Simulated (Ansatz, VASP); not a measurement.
## Two plane-wave programs on BaS

POSCAR

```
BaS
1.0
    0.1262295688      3.6456413397      3.6456413397
    3.6456413397      0.1262295688      3.6456413397
    3.6456413397      3.6456413397      0.1262295688
Ba S
1 1
Direct
    0.0028000927      0.0028000927      0.0028000927
    0.2471999073      0.2471999073      0.2471999073
```

Contents of INCAR.step1:

```
SYSTEM = BaS
ALGO     = Normal         ! electronic algorithm
EDIFF    = 1E-5           ! SCF threshold, eV
ENCUT    = 520            ! plane-wave cutoff, eV
GGA      = PE             ! functional
ISIF     = 2              ! what is computed and relaxed
ISMEAR   = 0              ! smearing method
LASPH    = .TRUE.         ! aspherical terms in the spheres
LCHARG   = .FALSE.        ! write CHGCAR
LREAL    = .FALSE.        ! projectors in reciprocal space
LWAVE    = .TRUE.         ! write WAVECAR
NBANDS   = 15             ! bands
NELM     = 80             ! most SCF steps
PREC     = Accurate       ! precision mode
SIGMA    = 0.01           ! smearing width, eV
```

Contents of INCAR.step2:

```
SYSTEM = BaS
ALGO     = Normal         ! electronic algorithm
EDIFF    = 1E-6           ! SCF threshold, eV
ENCUT    = 520            ! plane-wave cutoff, eV
GGA      = PE             ! functional
HFSCREEN = 0.2079         ! screening, 1/A
ISIF     = 2              ! what is computed and relaxed
ISMEAR   = 0              ! smearing method
ISTART   = 1            
LASPH    = .TRUE.         ! aspherical terms in the spheres
LCHARG   = .FALSE.        ! write CHGCAR
LHFCALC  = .TRUE.         ! exact exchange
LREAL    = .FALSE.        ! projectors in reciprocal space
LWAVE    = .FALSE.        ! write WAVECAR
NBANDS   = 15             ! bands
NELM     = 80             ! most SCF steps
PREC     = Accurate       ! precision mode
PRECFOCK = Normal       
SIGMA    = 0.01           ! smearing width, eV
```

File KPOINTS:

```
k-points
0
G
  4 4 4
  0 0 0
```

Input for Ansatz:

```yaml
crystal:
  lattice:
    - [0.1262295688, 3.6456413397, 3.6456413397]
    - [3.6456413397, 0.1262295688, 3.6456413397]
    - [3.6456413397, 3.6456413397, 0.1262295688]
  atoms:
    - { symbol: Ba, position: [0.0028000927, 0.0028000927, 0.0028000927] }
    - { symbol: S, position: [0.2471999073, 0.2471999073, 0.2471999073] }
kpoints:
  mp_grid: { grid: [4, 4, 4] }
  band_path:
    path:
      - [0.0, 0.0, 0.0]
      - [-0.5, -0.5, 0.0]
      - [-0.375, -0.375, 0.25]
      - [-0.375, 0.0, 0.375]
      - [0.0, 0.0, 0.5]
      - [-0.5, -0.25, 0.25]
    npoints: 1
hamiltonian:
  xc: hse06
scf:
  occupations: { method: fixed }
  n_extra_bands: 4
output:
  forces: true
  stress: true
  eigenvalues: true
```

Change from the starting cell: shear_111 strain +5.4%.

Alike in both runs: task single point; functional HSE06; k mesh 4 × 4 × 4; no spin polarisation.

```csv
,VASP,Ansatz
version,VASP 6.6.1,Ansatz 0.2.0
potentials or method,"VASP PAW PBE potentials, release 64 (Ba_sv, S)","plane waves, PAW"
plane-wave cutoff (eV),520,420
occupations,"gaussian, width 0.01 eV",fixed
valence electrons in the cell,16,16
```

|  | VASP | Ansatz | Ansatz less VASP |
| --- | --- | --- | --- |
| gap on the k mesh at the Fermi level (eV) | 3.54 | 3.54 | 0.000 |
| pressure (GPa) | -1.3 | -1.6 | -0.31 |
| traceless stress, the component that is largest in VASP (GPa) | -0.37 | -0.36 | +0.004 |
| rms of the force components (eV/Å) | 0.003 | 0.010 | +0.0065 |

Atom by atom the forces differ by 0.007 eV/Å (rms over components). Ansatz's warnings: stress exchange threshold loose, stress scf threshold loose.

Neither program's run includes spin-orbit coupling.
